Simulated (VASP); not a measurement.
# C (Fmmm) in VASP: further runs

C is run at these levels: PBEsol; tasks: single point.

Program: VASP 6.6.1. These are calculated values, not measurements. Logs are shortened: lines on timing, memory, paths and dates and some standing lists are left out, and cuts for length are marked.

## 1. The cell of the first run

The structure is orthorhombic, space group Fmmm (No. 69). Conventional cell: a = 2.448 Å, b = 4.240 Å, c = 6.674 Å, α = 90.00°, β = 90.00°, γ = 90.00°. C (site symmetry m2m) has 3 C at 1.41 Å within 1.9 Å.

## 2. Single point, PBEsol (8.66 Å³/atom)

File INCAR:

```
ALGO     = Normal         # electronic algorithm
EDIFF    = 1E-7           # SCF threshold, eV
ENCUT    = 520            # plane-wave cutoff, eV
GGA      = PS             # functional
ISIF     = 2              # what is computed and relaxed
ISMEAR   = -1             # smearing method
LASPH    = True           # aspherical terms in the spheres
LCHARG   = True           # write CHGCAR
LELF     = True           # ELF
LREAL    = False          # projectors in reciprocal space
LVHAR    = True         
LWAVE    = False          # write WAVECAR
NBANDS   = 11             # bands
NELM     = 100            # most SCF steps
PREC     = Accurate       # precision mode
SIGMA    = 0.05           # smearing width, eV
```

File KPOINTS:

```
k-points
0
Gamma
  18 18 18
```

File POSCAR:

```
C
1.0
    0.0000000000      2.1198862345      3.3368025920
    1.2238929459      0.0000000000      3.3368025920
    1.2238929459      2.1198862345      0.0000000000
C
2
Direct
    0.1666700000      0.8333300000      0.1666700000
    0.8333300000      0.1666700000      0.8333300000
```

Potentials or basis: VASP PAW PBE potentials, release 64 (C).

Command:

```sh
> cat potpaw_PBE.64/C/POTCAR > POTCAR
> mpirun -np 1 vasp_std > vasp.out
```

OUTCAR:

```text
EDIFF = 1E-7
   ENCUT = 520
   GGA = PS
   ISIF = 2
   ISMEAR = -1
   LASPH = True
   LREAL = False
   NELM = 100
   PREC = Accurate

 ion  position               nearest neighbor table
   1  0.167  0.833  0.167-   2 1.41   2 1.41   2 1.41
   2  0.833  0.167  0.833-   1 1.41   1 1.41   1 1.41

  LATTYP: Found a face centered orthorhombic cell.
 ALAT       =     2.4477858918
 B/A-ratio  =     1.7320846906
 C/A-ratio  =     2.7263843649

  Lattice vectors:

 A1 = (   0.0000000000,   2.1198862345,   3.3368025920)
 A2 = (   1.2238929459,   0.0000000000,   3.3368025920)
 A3 = (   1.2238929459,   2.1198862345,   0.0000000000)

Analysis of symmetry for initial positions (statically):
=====================================================================
 Subroutine PRICEL returns:
 Original cell was already a primitive cell.

 Routine SETGRP: Setting up the symmetry group for a
 face centered orthorhombic supercell.

 Subroutine GETGRP returns: Found  8 space group operations
 (whereof  8 operations were pure point group operations)
 out of a pool of  8 trial point group operations.

The static configuration has the point symmetry D_2h.

Analysis of symmetry for dynamics (positions and initial velocities):
=====================================================================
 Subroutine PRICEL returns:
 Original cell was already a primitive cell.

 Routine SETGRP: Setting up the symmetry group for a
 face centered orthorhombic supercell.

 Subroutine GETGRP returns: Found  8 space group operations
 (whereof  8 operations were pure point group operations)
 out of a pool of  8 trial point group operations.

The dynamic configuration has the point symmetry D_2h.

 Subroutine INISYM returns: Found  8 space group operations
 (whereof  8 operations are pure point group operations),
 and found     1 'primitive' translations

----------------------------------------------------------------------------------------

                                     Primitive cell

  volume of cell :      17.3148

  direct lattice vectors                    reciprocal lattice vectors
     0.000000000  2.119886235  3.336802592    -0.408532463  0.235861714  0.149844046
     1.223892946  0.000000000  3.336802592     0.408532463 -0.235861714  0.149844046
     1.223892946  2.119886235  0.000000000     0.408532463  0.235861714 -0.149844046

  length of vectors
     3.953247929  3.554175781  2.447821805     0.494957331  0.494957331  0.494957331

  position of ions in fractional coordinates (direct lattice)
     0.166670000  0.833330000  0.166670000
     0.833330000  0.166670000  0.833330000

  ion indices of the primitive-cell ions
   primitive index   ion index
                 1           1
                 2           2

----------------------------------------------------------------------------------------

 KPOINTS: k-points

Automatic generation of k-mesh.
 Grid dimensions read from file:
 generate k-points for:   18   18   18

 Generating k-lattice:

  Cartesian coordinates                     Fractional coordinates (reciprocal lattice)
    -0.022696248  0.013103429  0.008324669     0.055555556  0.000000000  0.000000000
     0.022696248 -0.013103429  0.008324669     0.000000000  0.055555556  0.000000000
     0.022696248  0.013103429 -0.008324669    -0.000000000 -0.000000000  0.055555556

  Length of vectors
     0.027497630  0.027497630  0.027497630

  Shift w.r.t. Gamma in fractional coordinates (k-lattice)
     0.000000000  0.000000000  0.000000000

 Subroutine IBZKPT returns following result:
 ===========================================

 Found    865 irreducible k-points:

 Following reciprocal coordinates:
            Coordinates               Weight
  0.000000  0.000000  0.000000      1.000000
  0.055556  0.000000  0.000000      8.000000
  0.111111  0.000000  0.000000      8.000000
  0.166667 -0.000000 -0.000000      8.000000
  0.222222 -0.000000  0.000000      8.000000
  0.277778 -0.000000 -0.000000      8.000000
[... 16 lines left out ...]
 -0.277778  0.055556  0.000000      8.000000
 -0.222222  0.055556  0.000000      8.000000
 [... further k-points ...]
   k-points           NKPTS =    865   k-points in BZ     NKDIM =    865   number of bands    NBANDS=     11
   number of dos      NEDOS =    301   number of ions     NIONS =      2
   total plane-waves  NPLWV =  15120
   dimension x,y,z NGX =    30 NGY =   28 NGZ =   18
   dimension x,y,z NGXF=    60 NGYF=   56 NGZF=   36
   ions per type =               2
   NGX,Y,Z   is equivalent  to a cutoff of  12.62, 13.10, 12.22 a.u.
   NGXF,Y,Z  is equivalent  to a cutoff of  25.23, 26.19, 24.45 a.u.
 SYSTEM =  unknown system
   PREC   = accura    normal or accurate (medium, high low for compatibility)
   ISTART =      0    job   : 0-new  1-cont  2-samecut
   ICHARG =      2    charge: 1-file 2-atom 10-const
   ISPIN  =      1    spin polarized calculation?
   LNONCOLLINEAR =      F non collinear calculations
   LSORBIT =      F    spin-orbit coupling
   LASPH  =      T    aspherical Exc in radial PAW
   ENCUT  =  520.0 eV  38.22 Ry    6.18 a.u.   7.35  6.61  4.55*2*pi/ulx,y,z
   NELM   =    100;   NELMIN=  2; NELMDL= -5     # of ELM steps
   EDIFF  = 0.1E-06   stopping-criterion for ELM
   LREAL  =      F    real-space projection
   EDIFFG = 0.1E-05   stopping-criterion for IOM
   NSW    =      0    number of steps for IOM
   IBRION =     -1    ionic relax: 0-MD 1-quasi-New 2-CG
   NFREE  =      0    steps in history (QN), initial steepest desc. (CG)
   ISIF   =      2    stress and relaxation
   ISYM   =      2    0-nonsym 1-usesym 2-fastsym
   POTIM  = 0.5000    time-step for ionic-motion
   TEBEG  =    0.0;   TEEND  =   0.0 temperature during run
   PSTRESS=    0.0 pullay stress
   NELECT =       8.0000    total number of electrons
   NUPDOWN=      -1.0000    fix difference up-down
   EMIN   =  10.00;   EMAX   =-10.00  energy-range for DOS
   EFERMI =   0.00;   METHOD = LEGACY
   ISMEAR =    -1;   SIGMA  =   0.05  broadening in eV -4-tet -1-fermi 0-gaus
   EFERMI_NEDOS =   21; number of points for ismear=-14 and -15
   IALGO  =     38    algorithm
   IMIX   =      4    mixing-type and parameters
     AMIX     =   0.40;   BMIX     =  1.00
     AMIX_MAG =   1.60;   BMIX_MAG =  1.00
  volume/ion in A,a.u.               =       8.66        58.42
  Fermi-wavevector in a.u.,A,eV,Ry     =   1.265608  2.391653 21.793329  1.601764
  Thomas-Fermi vector in A             =   2.398853
   LORBIT       =      0    0 simple, 1 ext, 2 COOP (PROOUT), +10 PAW based schemes
   GGA     = PS    functional components
   LHFCALC =     F    Hartree Fock is set to
   AEXX    =    0.0000 exact exchange contribution
   IVDW    =     0    specifies the selected vdW correction
   LEPSILON=     F    determine dielectric tensor
   LRPA    =     F    only Hartree local field effects (RPA)
 non-spin polarized calculation
  energy-cutoff  :      520.00
  volume of cell :       17.31
 maximum number of plane-waves:       487
 NGX is ok and might be reduce to    30
   NGX = 15   NGY = 13   NGZ =  9

 number of electron       8.0000000 magnetization

 Free energy of the ion-electron system (eV)
  ---------------------------------------------------
  ext. energy  EPLUGINS =         0.00000000
  ---------------------------------------------------
  free energy    TOTEN  =       -19.27697580 eV

  energy without entropy =      -19.27676830  energy(sigma->0) =      -19.27687205

 E-fermi :   4.7728     XC(G=0): -10.6262

 val. band max:        4.7341603460   @ k =  -0.2778   0.0556   0.3333
 cond. band min:       4.8158652722   @ k =  -0.2222   0.1111   0.3333
 fundamental gap:      0.0817049262
 Fermi energy:         4.7727848953

 k-point     1 :       0.0000    0.0000    0.0000
  band No.  band energies     occupation
      1     -15.0148      2.00000
      2      -1.9029      2.00000
      3       1.8089      2.00000
      4       1.8348      2.00000
      5       8.7859      0.00000
      6      13.2202      0.00000
      7      13.2956      0.00000
      8      16.4469      0.00000
      9      17.9915      0.00000
     10      27.3860      0.00000
     11      30.4752      0.00000

 k-point     2 :       0.0556    0.0000    0.0000
  band No.  band energies     occupation
      1     -14.9378      2.00000
      2      -1.8372      2.00000
      3       1.5302      2.00000
      4       1.6548      2.00000
      5       8.9153      0.00000
      6      13.3103      0.00000
      7      13.5678      0.00000
      8      16.1657      0.00000
      9      18.1233      0.00000
     10      27.6410      0.00000
     11      29.6735      0.00000

 k-point     3 :       0.1111    0.0000    0.0000
  band No.  band energies     occupation
      1     -14.7075      2.00000
      2      -1.6392      2.00000
      3       0.7129      2.00000
      4       1.2257      2.00000
      5       9.3015      0.00000
      6      13.3593      0.00000
      7      14.4751      0.00000
      8      15.3689      0.00000
      9      18.5460      0.00000
     10      27.8089      0.00000
     11      28.3976      0.00000

 k-point     4 :       0.1667   -0.0000   -0.0000
  band No.  band energies     occupation
      1     -14.3253      2.00000
      2      -1.3073      2.00000
      3      -0.4660      2.00000
      4       0.6506      2.00000
      5       9.9356      0.00000
      6      13.3104      0.00000
      7      14.1736      0.00000
      8      15.8426      0.00000
      9      19.2705      0.00000
     10      26.0134      0.00000
     11      29.2801      0.00000
[... 239 lines left out ...]
 k-point    22 :      -0.3333    0.0556    0.0000
  band No.  band energies     occupation
      1     -11.3938      2.00000
      2      -6.2482      2.00000
      3      -1.3582      2.00000
      4       1.5174      2.00000
      5       7.9286      0.00000
      6      12.4853      0.00000
      7      14.0572      0.00000
      8      20.5948      0.00000
      9      23.1840      0.00000
     10      23.6800      0.00000
     11      26.9030      0.00000

 k-point    23 :      -0.2778    0.0556    0.0000
  band No.  band energies     occupation
      1     -12.3365      2.00000
      2      -4.8009      2.00000
      3      -1.0023      2.00000
      4       0.7368      2.00000
      5       9.4112      0.00000
      6      12.3993      0.00000
      7      12.9280      0.00000
      8      21.3259      0.00000
      9      21.4998      0.00000
     10      22.8719      0.00000
     11      27.4193      0.00000

 k-point    24 :      -0.2222    0.0556    0.0000
  band No.  band energies     occupation
      1     -13.1479      2.00000
      2      -3.3147      2.00000
      3      -0.5264      2.00000
      4       0.0013      2.00000
      5      10.9727      0.00000
      6      11.4238      0.00000
      7      12.9640      0.00000
      8      19.4070      0.00000
      9      21.2982      0.00000
     10      23.0553      0.00000
     11      28.1366      0.00000

 [... further k-points ...]

------------------------ aborting loop because EDIFF is reached ----------------------------------------

  FORCE on cell =-STRESS in cart. coord.  units (eV):
  Direction    XX          YY          ZZ          XY          YZ          ZX
  --------------------------------------------------------------------------------------
  -------------------------------------------------------------------------------------
  Total        0.7532557      0.6953669      0.1962032     -0.0000000      0.0000000      0.0000000
  in kB       69.7005972     64.3440024     18.1551610     -0.0000000      0.0000000      0.0000000
  external PRESSURE =      50.7332536 kB  Pullay stress =       0.0000000 kB

 VOLUME and BASIS-vectors are now :
 -----------------------------------------------------------------------------
  energy-cutoff  :      520.00
  volume of cell :       17.31
      direct lattice vectors                 reciprocal lattice vectors
     0.000000000  2.119886235  3.336802592    -0.408532463  0.235861714  0.149844046
     1.223892946  0.000000000  3.336802592     0.408532463 -0.235861714  0.149844046
     1.223892946  2.119886235  0.000000000     0.408532463  0.235861714 -0.149844046

 POSITION                                       TOTAL-FORCE (eV/Angst)
 -----------------------------------------------------------------------------------
      1.22389      0.70664      3.33680         0.000000      0.004095      0.000000
      1.22389      3.53313      3.33680         0.000000     -0.004095      0.000000
 -----------------------------------------------------------------------------------
    total drift:                               -0.000000     -0.000000     -0.000000

  FREE ENERGIE OF THE ION-ELECTRON SYSTEM (eV)
  ---------------------------------------------------
  free  energy   TOTEN  =       -19.2769757993 eV

  energy  without entropy=      -19.2767683005  energy(sigma->0) =      -19.27687205
```

Wall time 83 s (1 thread of Intel Xeon 6975P-C (Granite Rapids), shared host); peak memory 0.23 GiB.

What came out:

```yaml
Free_energy: -19.2770 eV
Pressure: 5.1 GPa
Largest_force: 0.004 eV/Å
```

Forces in eV/Å, atoms in the order of the input:
```
C    0.000  0.004  0.000
C    0.000 -0.004  0.000
```

Stress tensor (GPa, compression positive):
```
6.97 0.00 0.00
0.00 6.43 0.00
0.00 0.00 1.82
```

Caveat: the cell stands under pressure; this functional lacks dispersion, which binds the layers, so the pressure and a relaxed spacing across them are unreliable; the PAW data sets were made with another functional, which shifts forces and pressure a little.

## 3. Single point, PBEsol (zz strain of -1 %)

File INCAR:

```
  PREC = Accurate
  ENCUT = 520
  EDIFF = 1E-7
  ISMEAR = -1
  SIGMA = 0.05
  LREAL = False
  LASPH = True
  NELM = 100
  ALGO = Normal
  ISIF = 2
  LWAVE = False
  LCHARG = False
  GGA = PS
  NBANDS = 11
```

File KPOINTS:

```
regular mesh
0
Gamma
  18 18 18
```

File POSCAR:

```
C
1.0
    0.0000000000      2.1270000000      3.3145200000
    1.2280000000      0.0000000000      3.3145200000
    1.2280000000      2.1270000000      0.0000000000
C
2
Direct
    0.1666700000      0.8333300000      0.1666700000
    0.8333300000      0.1666700000      0.8333300000
```

Potentials or basis: VASP PAW PBE potentials, release 64 (C).

Command:

```sh
> cat potpaw_PBE.64/C/POTCAR > POTCAR
> mpirun -np 1 vasp_std > vasp.out
```

Wall time 81 s (1 thread of Intel Xeon 6975P-C (Granite Rapids), shared host); peak memory 0.24 GiB.

The run converged. Its results:

```
Free energy   : -19.2788 eV
Pressure      : 2.2 GPa
Largest force : 0.004 eV/Å
```

Forces in eV/Å, atoms in the order of the input:
```
C    0.000  0.004  0.000
C    0.000 -0.004  0.000
```

Stress tensor (GPa, compression positive):
```
2.61 0.00 0.00
0.00 2.03 0.00
0.00 0.00 2.08
```

Caveat: the cell differs from its parent crystal (zz strain of -1 %); this functional lacks dispersion, which binds the layers, so the pressure and a relaxed spacing across them are unreliable; the PAW data sets were made with another functional, which shifts forces and pressure a little.
